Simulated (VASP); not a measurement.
Wanted: the native input for a VASP 6.6.1 run.

```
Task                   : relaxation of cell and atoms
Functional             : PBE
Potentials or basis    : VASP PAW PBE potentials, release 64 (In_d)
Cutoff                 : 600 eV
k mesh                 : 11 × 11 × 11
Occupations            : fermi-dirac, width 0.05 eV
Spin                   : no spin polarisation
Target pressure        : 6.2 GPa
Dipole correction      : no
Further INCAR settings : ALGO = Normal; EDIFF = 1e-07; IBRION = 2; EDIFFG = -0.005; NSW = 32; ISIF = 3
```

The structure of In lies in POSCAR:

```
In
1.0
    0.0000000000      3.1711913215      3.1711913215
    3.1711913215      0.0000000000      3.1711913215
    3.1711913215      3.1711913215      0.0000000000
In
2
Direct
   -0.1250000000     -0.1250000000     -0.1250000000
    0.1250000000      0.1250000000      0.1250000000
```

These files were run (other wordings do the same):

INCAR

```
SYSTEM = In
ALGO = Normal
EDIFF = 1E-7
EDIFFG = -0.005
ENCUT = 600
GGA = PE
IBRION = 2
ISIF = 3
ISMEAR = -1
LASPH = .True.
LCHARG = .False.
LREAL = .False.
LWAVE = .False.
NELM = 100
NSW = 32
PREC = Accurate
PSTRESS = 62.0
SIGMA = 0.05
```

KPOINTS

```
k-points
0
Gamma
  11 11 11
  0 0 0
```

Potentials or basis: VASP PAW PBE potentials, release 64 (In_d).

Launch:

```sh
$ cat potpaw_PBE.64/In_d/POTCAR > POTCAR
$ mpirun -np 1 vasp_std > vasp.out
```

It gave:

```
Pressure after relaxing : 6.2 GPa
Band gap on the k mesh  : zero (band 13 reaches 7.81 eV, above the bottom of band 14 at 4.02 eV)
```

Caveat: the relaxation stopped at its first step, so nothing moved; the cell is relaxed towards a set pressure, so the enthalpy falls and the energy may rise; spin-orbit coupling is left out, which moves the levels of the heavy elements.

It took 62 s on 1 thread of AMD EPYC 7R43 64-Core Processor (Zen 3), on a shared host, peak memory 0.2 GiB.
